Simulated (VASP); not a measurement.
Here is a VASP 6.6.1 calculation.

Contents of POSCAR:

```
Na
1.0
    3.7670009976      0.0000000000      0.0000000000
   -1.8835004988      3.2623185600      0.0000000000
    0.0000000000      0.0000000000      6.0001500000
Na
2
Direct
    0.3333333333      0.6666666667      0.2500000000
    0.6666666667      0.3333333333      0.7500000000
```

The input INCAR.step1:

```
  PREC = Accurate
  ENCUT = 520
  ISMEAR = 0
  SIGMA = 0.15
  LREAL = F
  LASPH = T
  NELM = 60
  NBANDS = 14
  GGA = PE
  ALGO = Normal
  EDIFF = 1E-4
  LWAVE = T
  LCHARG = F
```

INCAR.step2

```
  PREC = Accurate
  ENCUT = 520
  EDIFF = 1E-6
  ISMEAR = 0
  SIGMA = 0.15
  LREAL = F
  LASPH = T
  NELM = 60
  ALGO = Normal
  ISIF = 2
  LWAVE = F
  LCHARG = F
  METAGGA = R2SCAN
  LMIXTAU = T
  NBANDS = 14
  ISTART = 1
```

KPOINTS

```
Automatic mesh
0
Gamma
  12 12 8
```

Potentials or basis: VASP PAW PBE potentials, release 64 (Na_pv).

Command:

```console
$ cat potpaw_PBE.64/Na_pv/POTCAR > POTCAR
$ cp INCAR.step1 INCAR
$ mpirun -np 1 vasp_std > vasp.out
$ cp INCAR.step2 INCAR
$ mpirun -np 1 vasp_std > vasp.out
```

Q: Estimate the pressure.

A: 0.2 GPa.

Q: What does it give for the band gap on the k mesh?

A: Zero (bands 7 and 8 overlap by 4.49 eV).

Stress tensor (GPa, compression positive):
```
0.15 0.00 0.00
0.00 0.15 0.00
0.00 0.00 0.27
```

Caveat: the cell differs from its parent crystal (strain +0.000 along x and y, -0.025 along z); the PAW data sets were made with another functional, which shifts forces and pressure a little.
